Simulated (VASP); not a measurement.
# CdTe (F-43m) in VASP: notebook

CdTe is run at these levels: r2SCAN; tasks: single point.

All numbers are computed with VASP 6.6.1; they aren't measurements. Logs are shortened: lines on timing, memory, paths and dates and some standing lists are left out, and cuts for length are marked.

## Step 1: The cell of the first run

Symmetry: F-43m, No. 216, cubic system. The conventional cell has a = 6.279 Å, b = 6.279 Å, c = 6.279 Å, α = 90.00°, β = 90.00°, γ = 90.00°. Te (site symmetry -43m) has 4 Cd at 2.72 Å within 3.6 Å. Cd (site symmetry -43m) has 4 Te at 2.72 Å within 3.6 Å.

## Step 2: Single point, r2SCAN, non-collinear spin, zero start, spin-orbit coupling

POSCAR reads:

```
CdTe
1.0
    0.0000000000      3.1395734784      3.1395734784
    3.1395734784      0.0000000000      3.1395734784
    3.1395734784      3.1395734784      0.0000000000
Te Cd
1 1
Direct
    0.7500000000      0.7500000000      0.7500000000
    0.0000000000      0.0000000000      0.0000000000
```

INCAR.step1 reads:

```
SYSTEM = CdTe
PREC = Accurate ; ENCUT = 520
ISMEAR = -1 ; SIGMA = 0.05
LREAL = .False. ; LASPH = .True.
NELM = 150 ; LNONCOLLINEAR = .True.
MAGMOM = 0 0 0 0 0 0 ; LSORBIT = .True.
GGA_COMPAT = .False. ; NBANDS = 30
GGA = PE ; ALGO = Normal
EDIFF = 1E-4 ; LWAVE = .True.
LCHARG = .False.
```

INCAR.step2 reads:

```
SYSTEM = CdTe
PREC = Accurate ; ENCUT = 520
EDIFF = 1E-6 ; ISMEAR = -1
SIGMA = 0.05 ; LREAL = .False.
LASPH = .True. ; NELM = 150
ALGO = Normal ; ISIF = 2
LWAVE = .False. ; LCHARG = .False.
LNONCOLLINEAR = .True. ; MAGMOM = 0 0 0 0 0 0
LORBIT = 11 ; LSORBIT = .True.
GGA_COMPAT = .False. ; LORBMOM = .True.
METAGGA = R2SCAN ; LMIXTAU = .True.
NBANDS = 30 ; ISTART = 1
```

KPOINTS reads:

```
regular mesh
0
Gamma
  7 7 7
  0 0 0
```

Potentials or basis: VASP PAW PBE potentials, release 64 (Te, Cd).

Launch:

```console
> cat potpaw_PBE.64/Te/POTCAR potpaw_PBE.64/Cd/POTCAR > POTCAR
> cp INCAR.step1 INCAR
> mpirun -np 1 vasp_ncl > vasp.out
> cp INCAR.step2 INCAR
> mpirun -np 1 vasp_ncl > vasp.out
```

OUTCAR:

```text
SYSTEM = CdTe
   PREC = Accurate
   ENCUT = 520
   EDIFF = 1E-6
   ISMEAR = -1
   LREAL = .False.
   LASPH = .True.
   NELM = 150
   ISIF = 2
   LNONCOLLINEAR = .True.
   LORBIT = 11
   LSORBIT = .True.
   METAGGA = R2SCAN
   ISTART = 1

 ion  position               nearest neighbor table
   1  0.750  0.750  0.750-   2 2.72   2 2.72   2 2.72   2 2.72
   2  0.000  0.000  0.000-   1 2.72   1 2.72   1 2.72   1 2.72

  LATTYP: Found a face centered cubic cell.
 ALAT       =     6.2791469568

  Lattice vectors:

 A1 = (   0.0000000000,   3.1395734784,   3.1395734784)
 A2 = (   3.1395734784,   0.0000000000,   3.1395734784)
 A3 = (   3.1395734784,   3.1395734784,   0.0000000000)

Analysis of symmetry for initial positions (statically):
=====================================================================
 Subroutine PRICEL returns:
 Original cell was already a primitive cell.

 Routine SETGRP: Setting up the symmetry group for a
 face centered cubic supercell.

 Subroutine GETGRP returns: Found 24 space group operations
 (whereof 24 operations were pure point group operations)
 out of a pool of 48 trial point group operations.

The static configuration has the point symmetry T_d .

Analysis of symmetry for dynamics (positions and initial velocities):
=====================================================================
 Subroutine PRICEL returns:
 Original cell was already a primitive cell.

 Routine SETGRP: Setting up the symmetry group for a
 face centered cubic supercell.

 Subroutine GETGRP returns: Found 24 space group operations
 (whereof 24 operations were pure point group operations)
 out of a pool of 48 trial point group operations.

The dynamic configuration has the point symmetry T_d .

Analysis of structural, dynamic, and magnetic symmetry:
=====================================================================
 Subroutine PRICEL returns:
 Original cell was already a primitive cell.

 Routine SETGRP: Setting up the symmetry group for a
 face centered cubic supercell.

 Subroutine GETGRP returns: Found 24 space group operations
 (whereof 24 operations were pure point group operations)
 out of a pool of 48 trial point group operations.

The overall configuration has the point symmetry T_d .

 Subroutine INISYM returns: Found 24 space group operations
 (whereof 24 operations are pure point group operations),
 and found     1 'primitive' translations

----------------------------------------------------------------------------------------

                                     Primitive cell

  volume of cell :      61.8931

  direct lattice vectors                    reciprocal lattice vectors
     0.000000000  3.139573478  3.139573478    -0.159257301  0.159257301  0.159257301
     3.139573478  0.000000000  3.139573478     0.159257301 -0.159257301  0.159257301
     3.139573478  3.139573478  0.000000000     0.159257301  0.159257301 -0.159257301

  length of vectors
     4.440027393  4.440027393  4.440027393     0.275841738  0.275841738  0.275841738

  position of ions in fractional coordinates (direct lattice)
     0.750000000  0.750000000  0.750000000
     0.000000000  0.000000000  0.000000000

  ion indices of the primitive-cell ions
   primitive index   ion index
                 1           1
                 2           2

----------------------------------------------------------------------------------------

 KPOINTS: regular mesh

Automatic generation of k-mesh.
 Grid dimensions read from file:
 generate k-points for:    7    7    7

 Generating k-lattice:

  Cartesian coordinates                     Fractional coordinates (reciprocal lattice)
    -0.022751043  0.022751043  0.022751043     0.142857143  0.000000000  0.000000000
     0.022751043 -0.022751043  0.022751043     0.000000000  0.142857143  0.000000000
     0.022751043  0.022751043 -0.022751043     0.000000000  0.000000000  0.142857143

  Length of vectors
     0.039405963  0.039405963  0.039405963

  Shift w.r.t. Gamma in fractional coordinates (k-lattice)
[... 96 lines left out ...]

 Free energy of the ion-electron system (eV)
  ---------------------------------------------------
  ext. energy  EPLUGINS =         0.00000000
  ---------------------------------------------------
  free energy    TOTEN  =       -46.58474839 eV

  energy without entropy =      -46.58474836  energy(sigma->0) =      -46.58474838

 E-fermi :   3.9836     XC(G=0):  -9.5559

 val. band max:        3.3055721535   @ k =   0.0000   0.0000   0.0000
 cond. band min:       4.6246535748   @ k =   0.0000   0.0000   0.0000
 fundamental gap:      1.3190814213
 Fermi energy:         3.9836492850

 k-point     1 :       0.0000    0.0000    0.0000
  band No.  band energies     occupation
      1      -9.1123      1.00000
      2      -9.1123      1.00000
      3      -6.1956      1.00000
      4      -6.1956      1.00000
      5      -6.1956      1.00000
      6      -6.1956      1.00000
[... 781 lines left out ...]
     29      14.3862      0.00000
     30      14.3862      0.00000

 [... further k-points ...]

------------------------ aborting loop because EDIFF is reached ----------------------------------------

  FORCE on cell =-STRESS in cart. coord.  units (eV):
  Direction    XX          YY          ZZ          XY          YZ          ZX
  --------------------------------------------------------------------------------------
  -------------------------------------------------------------------------------------
  Total        2.8174945      2.8174945      2.8174945      0.0000000     -0.0000000     -0.0000000
  in kB       72.9342804     72.9342804     72.9342804      0.0000000     -0.0000000     -0.0000000
  external PRESSURE =      72.9342804 kB  Pullay stress =       0.0000000 kB

 VOLUME and BASIS-vectors are now :
 -----------------------------------------------------------------------------
  energy-cutoff  :      520.00
  volume of cell :       61.89
      direct lattice vectors                 reciprocal lattice vectors
     0.000000000  3.139573478  3.139573478    -0.159257301  0.159257301  0.159257301
     3.139573478  0.000000000  3.139573478     0.159257301 -0.159257301  0.159257301
     3.139573478  3.139573478  0.000000000     0.159257301  0.159257301 -0.159257301

 POSITION                                       TOTAL-FORCE (eV/Angst)
 -----------------------------------------------------------------------------------
      4.70936      4.70936      4.70936        -0.000000     -0.000000      0.000000
      0.00000      0.00000      0.00000         0.000000      0.000000     -0.000000
 -----------------------------------------------------------------------------------
    total drift:                               -0.000000     -0.000000     -0.000000

  FREE ENERGIE OF THE ION-ELECTRON SYSTEM (eV)
  ---------------------------------------------------
  free  energy   TOTEN  =       -46.5847483863 eV

  energy  without entropy=      -46.5847483638  energy(sigma->0) =      -46.58474838

 orbital moment (x)

 # of ion     p       d       tot
 ----------------------------------------
  1         0.000  -0.000   0.000
  2         0.000  -0.000  -0.000
 ----------------------------------------
            0.000  -0.000  -0.000

 orbital moment (y)

 # of ion     p       d       tot
 ----------------------------------------
  1         0.000   0.000   0.000
  2        -0.000  -0.000  -0.000
 ----------------------------------------
           -0.000  -0.000  -0.000

 orbital moment (z)

 # of ion     p       d       tot
 ----------------------------------------
  1         0.000   0.000   0.000
  2         0.000   0.000   0.000
 ----------------------------------------
            0.000   0.000   0.000

 Spin-Orbit-Coupling matrix elements

 Ion:    1  E_soc:     -0.1753320
 l=   1
     0.0000000    -0.0291311    -0.0291311
    -0.0291311     0.0000000    -0.0291311
    -0.0291311    -0.0291311     0.0000000
 l=   2
     0.0000000    -0.0000345     0.0000000    -0.0000345    -0.0000565
    -0.0000345     0.0000000    -0.0000423    -0.0000345    -0.0000141
     0.0000000    -0.0000423     0.0000000    -0.0000423     0.0000000
    -0.0000345    -0.0000345    -0.0000423     0.0000000    -0.0000141
    -0.0000565    -0.0000141     0.0000000    -0.0000141     0.0000000
 l=   3
     0.0000000     0.0000000     0.0000000     0.0000000     0.0000000     0.0000000     0.0000000
     0.0000000     0.0000000     0.0000000     0.0000000     0.0000000     0.0000000     0.0000000
     0.0000000     0.0000000     0.0000000     0.0000000     0.0000000     0.0000000     0.0000000
     0.0000000     0.0000000     0.0000000     0.0000000     0.0000000     0.0000000     0.0000000
     0.0000000     0.0000000     0.0000000     0.0000000     0.0000000     0.0000000     0.0000000
     0.0000000     0.0000000     0.0000000     0.0000000     0.0000000     0.0000000     0.0000000
     0.0000000     0.0000000     0.0000000     0.0000000     0.0000000     0.0000000     0.0000000

 Ion:    2  E_soc:     -0.0609750
 l=   1
     0.0000000    -0.0032927    -0.0032927
    -0.0032927     0.0000000    -0.0032927
    -0.0032927    -0.0032927     0.0000000
 l=   2
     0.0000000    -0.0013982     0.0000000    -0.0013982    -0.0054715
    -0.0013982     0.0000000    -0.0041036    -0.0013982    -0.0013679
     0.0000000    -0.0041036     0.0000000    -0.0041036     0.0000000
    -0.0013982    -0.0013982    -0.0041036     0.0000000    -0.0013679
    -0.0054715    -0.0013679     0.0000000    -0.0013679     0.0000000
 l=   3
     0.0000000     0.0000000     0.0000000     0.0000000     0.0000000     0.0000000     0.0000000
     0.0000000     0.0000000     0.0000000     0.0000000     0.0000000     0.0000000     0.0000000
     0.0000000     0.0000000     0.0000000     0.0000000     0.0000000     0.0000000     0.0000000
     0.0000000     0.0000000     0.0000000     0.0000000     0.0000000     0.0000000     0.0000000
     0.0000000     0.0000000     0.0000000     0.0000000     0.0000000     0.0000000     0.0000000
     0.0000000     0.0000000     0.0000000     0.0000000     0.0000000     0.0000000     0.0000000
     0.0000000     0.0000000     0.0000000     0.0000000     0.0000000     0.0000000     0.0000000

 total charge

# of ion       s       p       d       tot
------------------------------------------
    1        1.350   2.162   0.029   3.540
    2        0.472   0.375   9.544  10.391
--------------------------------------------------
tot          1.822   2.537   9.573  13.931

 magnetization (x)

# of ion       s       p       d       tot
------------------------------------------
    1        0.000   0.000  -0.000   0.000
    2        0.000   0.000   0.000   0.000
--------------------------------------------------
tot          0.000   0.000   0.000   0.000

 magnetization (y)

# of ion       s       p       d       tot
------------------------------------------
    1        0.000  -0.000   0.000  -0.000
    2        0.000  -0.000   0.000  -0.000
--------------------------------------------------
tot          0.000  -0.000   0.000  -0.000

 magnetization (z)

# of ion       s       p       d       tot
------------------------------------------
    1        0.000   0.000   0.000   0.000
    2        0.000   0.000  -0.000   0.000
--------------------------------------------------
tot          0.000   0.000  -0.000   0.000
```

It took 24 min on 1 thread of AMD EPYC 7R13 (Zen 3), shared host; peak memory 0.45 GiB.

What came out:

* Free energy: -46.5847 eV
* Pressure: 7.3 GPa
* Net moment: 0.00 μB per cell
* Valence electrons inside the program's atomic spheres: Te 3.54; Cd 10.39

Moments on the atoms (μB; x, y, z):
```
Te  0.00 0.00 0.00
Cd  0.00 0.00 0.00
```

Caveat: the PAW data sets were made with another functional, which shifts forces and pressure a little.

(Continued in part 2 of 2.)
